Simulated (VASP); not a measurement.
# Cu (Fm-3m) in VASP: further runs

Aim: see how the results for Cu move with the level of theory and the settings. Levels: PBE, r2SCAN. Tasks: single point.

All numbers are computed with VASP 6.6.1; they aren't measurements. Logs are shortened: lines on timing, memory, paths and dates and some standing lists are left out, and cuts for length are marked.

### Step 1. The cell of the first run

It takes space group Fm-3m (No. 225, cubic). Conventional cell: a = 3.678 Å, b = 3.678 Å, c = 3.678 Å, α = 90.00°, β = 90.00°, γ = 90.00°. Cu (site symmetry m-3m) has 12 Cu at 2.60 Å within 3.4 Å.

### Step 2. Single point, PBE

Input file INCAR:

```
SYSTEM = Cu
  PREC = Accurate
  ENCUT = 520
  EDIFF = 1E-6
  ISMEAR = -1
  SIGMA = 0.06122561905347299
  LREAL = .False.
  LASPH = .True.
  NELM = 80
  ALGO = Normal
  ISIF = 2
  LWAVE = .False.
  LCHARG = .True.
  GGA = PE
  LELF = .True.
  LVHAR = .True.
  NBANDS = 12
```

Input file KPOINTS:

```
Automatic mesh
0
Gamma
  26 26 26
  0 0 0
```

Input file POSCAR:

```
Cu
1.0
    0.0000000000      1.8390189443      1.8390189443
    1.8390189443      0.0000000000      1.8390189443
    1.8390189443      1.8390189443      0.0000000000
Cu
1
Direct
    0.0000000000      0.0000000000      0.0000000000
```

Potentials or basis: VASP PAW PBE potentials, release 64 (Cu).

On the command line:

```console
$ cat potpaw_PBE.64/Cu/POTCAR > POTCAR
$ mpirun -np 1 vasp_std > vasp.out
```

OUTCAR:

```text
SYSTEM = Cu
   PREC = Accurate
   ENCUT = 520
   EDIFF = 1E-6
   ISMEAR = -1
   LREAL = .False.
   LASPH = .True.
   NELM = 80
   ISIF = 2
   GGA = PE

 ion  position               nearest neighbor table
   1  0.000  0.000  0.000-

  LATTYP: Found a face centered cubic cell.
 ALAT       =     3.6780378886

  Lattice vectors:

 A1 = (   0.0000000000,   1.8390189443,   1.8390189443)
 A2 = (   1.8390189443,   0.0000000000,   1.8390189443)
 A3 = (   1.8390189443,   1.8390189443,   0.0000000000)

Analysis of symmetry for initial positions (statically):
=====================================================================
 Subroutine PRICEL returns:
 Original cell was already a primitive cell.

 Routine SETGRP: Setting up the symmetry group for a
 face centered cubic supercell.

 Subroutine GETGRP returns: Found 48 space group operations
[... 9 lines left out ...]

 Routine SETGRP: Setting up the symmetry group for a
 face centered cubic supercell.

 Subroutine GETGRP returns: Found 48 space group operations
[... 11 lines left out ...]
                                     Primitive cell

  volume of cell :      12.4391

  direct lattice vectors                    reciprocal lattice vectors
     0.000000000  1.839018944  1.839018944    -0.271884094  0.271884094  0.271884094
     1.839018944  0.000000000  1.839018944     0.271884094 -0.271884094  0.271884094
     1.839018944  1.839018944  0.000000000     0.271884094  0.271884094 -0.271884094

  length of vectors
     2.600765532  2.600765532  2.600765532     0.470917065  0.470917065  0.470917065

  position of ions in fractional coordinates (direct lattice)
     0.000000000  0.000000000  0.000000000

  ion indices of the primitive-cell ions
   primitive index   ion index
                 1           1

----------------------------------------------------------------------------------------

 KPOINTS: Automatic mesh

Automatic generation of k-mesh.
 Grid dimensions read from file:
 generate k-points for:   26   26   26

 Generating k-lattice:

  Cartesian coordinates                     Fractional coordinates (reciprocal lattice)
    -0.010457081  0.010457081  0.010457081     0.038461538  0.000000000  0.000000000
     0.010457081 -0.010457081  0.010457081     0.000000000  0.038461538  0.000000000
     0.010457081  0.010457081 -0.010457081     0.000000000  0.000000000  0.038461538

  Length of vectors
     0.018112195  0.018112195  0.018112195

  Shift w.r.t. Gamma in fractional coordinates (k-lattice)
     0.000000000  0.000000000  0.000000000

 Subroutine IBZKPT returns following result:
 ===========================================

 Found    511 irreducible k-points:

 Following reciprocal coordinates:
            Coordinates               Weight
  0.000000  0.000000  0.000000      1.000000
  0.038462  0.000000  0.000000      8.000000
  0.076923  0.000000  0.000000      8.000000
  0.115385  0.000000  0.000000      8.000000
  0.153846  0.000000  0.000000      8.000000
  0.192308  0.000000  0.000000      8.000000
[... 16 lines left out ...]
  0.346154  0.038462  0.000000     24.000000
  0.384615  0.038462  0.000000     24.000000
 [... further k-points ...]
   k-points           NKPTS =    511   k-points in BZ     NKDIM =    511   number of bands    NBANDS=     12
   number of dos      NEDOS =    301   number of ions     NIONS =      1
   total plane-waves  NPLWV =   8000
   dimension x,y,z NGX =    20 NGY =   20 NGZ =   20
   dimension x,y,z NGXF=    40 NGYF=   40 NGZF=   40
   ions per type =               1
   NGX,Y,Z   is equivalent  to a cutoff of  12.78, 12.78, 12.78 a.u.
   NGXF,Y,Z  is equivalent  to a cutoff of  25.57, 25.57, 25.57 a.u.
 SYSTEM =  Cu
   PREC   = accura    normal or accurate (medium, high low for compatibility)
   ISTART =      0    job   : 0-new  1-cont  2-samecut
   ICHARG =      2    charge: 1-file 2-atom 10-const
   ISPIN  =      1    spin polarized calculation?
   LNONCOLLINEAR =      F non collinear calculations
   LSORBIT =      F    spin-orbit coupling
   LASPH  =      T    aspherical Exc in radial PAW
   ENCUT  =  520.0 eV  38.22 Ry    6.18 a.u.   4.84  4.84  4.84*2*pi/ulx,y,z
   NELM   =     80;   NELMIN=  2; NELMDL= -5     # of ELM steps
   EDIFF  = 0.1E-05   stopping-criterion for ELM
   LREAL  =      F    real-space projection
   EDIFFG = 0.1E-04   stopping-criterion for IOM
   NSW    =      0    number of steps for IOM
   IBRION =     -1    ionic relax: 0-MD 1-quasi-New 2-CG
   NFREE  =      0    steps in history (QN), initial steepest desc. (CG)
   ISIF   =      2    stress and relaxation
   ISYM   =      2    0-nonsym 1-usesym 2-fastsym
   POTIM  = 0.5000    time-step for ionic-motion
   TEBEG  =    0.0;   TEEND  =   0.0 temperature during run
   PSTRESS=    0.0 pullay stress
   NELECT =      11.0000    total number of electrons
   NUPDOWN=      -1.0000    fix difference up-down
   EMIN   =  10.00;   EMAX   =-10.00  energy-range for DOS
   EFERMI =   0.00;   METHOD = LEGACY
   ISMEAR =    -1;   SIGMA  =   0.06  broadening in eV -4-tet -1-fermi 0-gaus
   EFERMI_NEDOS =   21; number of points for ismear=-14 and -15
   IALGO  =     38    algorithm
   IMIX   =      4    mixing-type and parameters
     AMIX     =   0.40;   BMIX     =  1.00
     AMIX_MAG =   1.60;   BMIX_MAG =  1.00
  volume/ion in A,a.u.               =      12.44        83.94
  Fermi-wavevector in a.u.,A,eV,Ry     =   1.571362  2.969443 33.595205  2.469178
  Thomas-Fermi vector in A             =   2.672957
   LORBIT       =      0    0 simple, 1 ext, 2 COOP (PROOUT), +10 PAW based schemes
   GGA     = PE    functional components
   LHFCALC =     F    Hartree Fock is set to
   AEXX    =    0.0000 exact exchange contribution
   IVDW    =     0    specifies the selected vdW correction
   LEPSILON=     F    determine dielectric tensor
   LRPA    =     F    only Hartree local field effects (RPA)
 non-spin polarized calculation
  energy-cutoff  :      520.00
  volume of cell :       12.44
 maximum number of plane-waves:       344
   NGX =  9   NGY =  9   NGZ =  9

 number of electron      10.9999987 magnetization

 Free energy of the ion-electron system (eV)
  ---------------------------------------------------
  ext. energy  EPLUGINS =         0.00000000
  ---------------------------------------------------
  free energy    TOTEN  =        -3.72403562 eV

  energy without entropy =       -3.72076355  energy(sigma->0) =       -3.72239959

 E-fermi :   6.9795     XC(G=0): -12.4276

 val. band max:        6.9770553898   @ k =   0.5000   0.2308   0.0769
 cond. band min:       6.9918923655   @ k =   0.4615   0.3846   0.0385
 fundamental gap:      0.0148369757
 Fermi energy:         6.9795238403

 k-point     1 :       0.0000    0.0000    0.0000
  band No.  band energies     occupation
      1      -2.0035      2.00000
      2       4.0865      2.00000
      3       4.0865      2.00000
      4       4.0865      2.00000
      5       4.8446      2.00000
      6       4.8446      2.00000
      7      29.1371      0.00000
      8      31.3832      0.00000
      9      31.3832      0.00000
     10      31.3832      0.00000
     11      33.8449      0.00000
     12      33.8449      0.00000

 k-point     2 :       0.0385    0.0000    0.0000
  band No.  band energies     occupation
      1      -1.9515      2.00000
      2       4.0759      2.00000
      3       4.0962      2.00000
      4       4.0962      2.00000
      5       4.8407      2.00000
      6       4.8407      2.00000
      7      28.8489      0.00000
      8      30.5347      0.00000
      9      31.1940      0.00000
     10      31.1940      0.00000
     11      34.1114      0.00000
     12      34.1114      0.00000

 k-point     3 :       0.0769    0.0000    0.0000
  band No.  band energies     occupation
      1      -1.7961      2.00000
      2       4.0455      2.00000
      3       4.1234      2.00000
      4       4.1234      2.00000
      5       4.8308      2.00000
      6       4.8308      2.00000
      7      27.5626      0.00000
      8      29.8817      0.00000
      9      30.7780      0.00000
     10      30.7780      0.00000
     11      34.7523      0.00000
     12      34.7523      0.00000

 k-point     4 :       0.1154    0.0000    0.0000
  band No.  band energies     occupation
      1      -1.5399      2.00000
      2       3.9997      2.00000
      3       4.1624      2.00000
      4       4.1624      2.00000
      5       4.8201      2.00000
      6       4.8201      2.00000
      7      25.6914      0.00000
      8      29.6809      0.00000
      9      30.3133      0.00000
     10      30.3133      0.00000
     11      35.5536      0.00000
     12      35.5538      0.00000

 k-point     5 :       0.1538    0.0000    0.0000
  band No.  band energies     occupation
      1      -1.1874      2.00000
      2       3.9456      2.00000
      3       4.2031      2.00000
      4       4.2031      2.00000
      5       4.8182      2.00000
      6       4.8182      2.00000
      7      23.7300      0.00000
      8      29.5292      0.00000
      9      29.8719      0.00000
     10      29.8719      0.00000
     11      35.7467      0.00000
     12      36.2282      0.00000
[... 228 lines left out ...]
      1       0.1847      2.00000
      2       3.8379      2.00000
      3       4.2265      2.00000
      4       4.2428      2.00000
      5       4.8889      2.00000
      6       4.9990      2.00000
      7      18.7125      0.00000
      8      27.7872      0.00000
      9      28.2670      0.00000
     10      30.5748      0.00000
     11      33.1116      0.00000
     12      35.4964      0.00000

 k-point    22 :       0.3077    0.0385    0.0000
  band No.  band energies     occupation
      1       0.7610      2.00000
      2       3.8908      2.00000
      3       4.1904      2.00000
      4       4.2161      2.00000
      5       4.9963      2.00000
      6       5.0849      2.00000
      7      16.9462      0.00000
      8      27.5715      0.00000
      9      28.0365      0.00000
     10      30.0215      0.00000
     11      32.6670      0.00000
     12      34.6528      0.00000

 k-point    23 :       0.3462    0.0385    0.0000
  band No.  band energies     occupation
      1       1.3017      2.00000
      2       4.0562      2.00000
      3       4.1476      2.00000
      4       4.1803      2.00000
      5       5.1235      2.00000
      6       5.1746      2.00000
      7      15.2738      0.00000
      8      27.4382      0.00000
      9      27.8298      0.00000
     10      29.4439      0.00000
     11      32.3118      0.00000
     12      33.8853      0.00000

 k-point    24 :       0.3846    0.0385    0.0000
  band No.  band energies     occupation
      1       1.7290      2.00000
      2       4.1064      2.00000
      3       4.1431      2.00000
      4       4.3782      2.00000
      5       5.2563      2.00000
      6       5.2757      2.00000
      7      13.7178      0.00000
      8      27.3905      0.00000
      9      27.6516      0.00000
     10      28.8931      0.00000
     11      32.0648      0.00000
     12      33.2108      0.00000

 [... further k-points ...]
[... 5 lines left out ...]
  --------------------------------------------------------------------------------------
  -------------------------------------------------------------------------------------
  Total       -0.3475748     -0.3475748     -0.3475748     -0.0000000     -0.0000000      0.0000000
  in kB      -44.7682595    -44.7682595    -44.7682595     -0.0000000     -0.0000000      0.0000000
  external PRESSURE =     -44.7682595 kB  Pullay stress =       0.0000000 kB

 VOLUME and BASIS-vectors are now :
 -----------------------------------------------------------------------------
  energy-cutoff  :      520.00
  volume of cell :       12.44
      direct lattice vectors                 reciprocal lattice vectors
     0.000000000  1.839018944  1.839018944    -0.271884094  0.271884094  0.271884094
     1.839018944  0.000000000  1.839018944     0.271884094 -0.271884094  0.271884094
     1.839018944  1.839018944  0.000000000     0.271884094  0.271884094 -0.271884094

 POSITION                                       TOTAL-FORCE (eV/Angst)
 -----------------------------------------------------------------------------------
      0.00000      0.00000      0.00000        -0.000000     -0.000000     -0.000000
 -----------------------------------------------------------------------------------
    total drift:                                0.000000     -0.000000      0.000000

  FREE ENERGIE OF THE ION-ELECTRON SYSTEM (eV)
  ---------------------------------------------------
  free  energy   TOTEN  =        -3.7240356193 eV

  energy  without entropy=       -3.7207635543  energy(sigma->0) =       -3.72239959
```

Run time: 67 s. Hardware: 1 thread of Intel Xeon Platinum 8488C (Sapphire Rapids), shared host; peak memory 0.18 GiB.

What came out:

```
Free energy : -3.7240 eV
Pressure    : -4.5 GPa
```

(Part 1 of 2 ends here.)
